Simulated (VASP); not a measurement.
Crystal: Li2Se (fluorite type).

```
Se Li
1.0
     0.00000    2.80620    2.80620
     2.80620    0.00000    2.80620
     2.80620    2.80620    0.00000
Se Li
1 2
Cartesian
  0.0000 0.0000 0.0000
  1.4031 1.4031 1.4031
  4.2093 4.2093 4.2093
```

| Item | Value |
| --- | --- |
| Program | VASP 6.6.1 |
| Task | relaxation of cell and atoms |
| Functional | PBE |
| Potentials or basis | VASP PAW PBE potentials, release 64 (Se, Li_sv) |
| Cutoff | 750 eV |
| k mesh | 13 × 13 × 13 |
| Occupations | fermi-dirac, width 0.05 eV |
| Spin | no spin polarisation |

At the start: pressure 10.1 GPa; volume 14.73 Å³/atom.

Task: Where does the relaxation end?

Result: Over 19 steps the energy falls by 87.5 meV/atom and the volume is 17.98 Å³/atom (+22.1 %); space group Fm-3m (No. 225, to 0.05 Å).

The path:
```tsv
step	energy change (eV)	largest force (eV/Å)	pressure (GPa)	volume (Å³)
1	0.0000	0.0000	10.13	44.20
2	-0.2344	0.0000	2.66	50.43
3	-0.2590	0.0000	-0.81	55.37
4	-0.2625	0.0000	-0.07	54.11
5	-0.2625	0.0000	0.07	53.90
6	-0.2625	0.0000	0.07	53.90
7	-0.2625	0.0000	0.07	53.90
8	-0.2625	0.0000	0.07	53.90
9	-0.2625	0.0000	0.07	53.90
10	-0.2625	0.0000	0.07	53.90
11	-0.2625	0.0000	0.07	53.90
12	-0.2625	0.0000	0.07	53.90
13	-0.2625	0.0000	0.07	53.90
14	-0.2625	0.0000	0.06	53.90
15	-0.2625	0.0000	0.06	53.90
16	-0.2625	0.0000	0.06	53.90
17	-0.2625	0.0000	0.06	53.91
18	-0.2625	0.0000	0.05	53.92
19	-0.2625	0.0000	0.04	53.94
```

Final structure:
```cif
data_structure
_symmetry_space_group_name_H-M 'P 1'
_symmetry_Int_Tables_number 1
_cell_length_a 4.2412
_cell_length_b 4.2412
_cell_length_c 4.2412
_cell_angle_alpha 60.000
_cell_angle_beta 60.000
_cell_angle_gamma 60.000
_cell_volume 53.94
loop_
_atom_site_label
_atom_site_type_symbol
_atom_site_fract_x
_atom_site_fract_y
_atom_site_fract_z
_atom_site_occupancy
Se1 Se 0.00000 0.00000 0.00000 1
Li1 Li 0.25000 0.25000 0.25000 1
Li2 Li 0.75000 0.75000 0.75000 1
```

Caveat: the volume moved by over 15 % at a fixed basis, so the end points are rough.
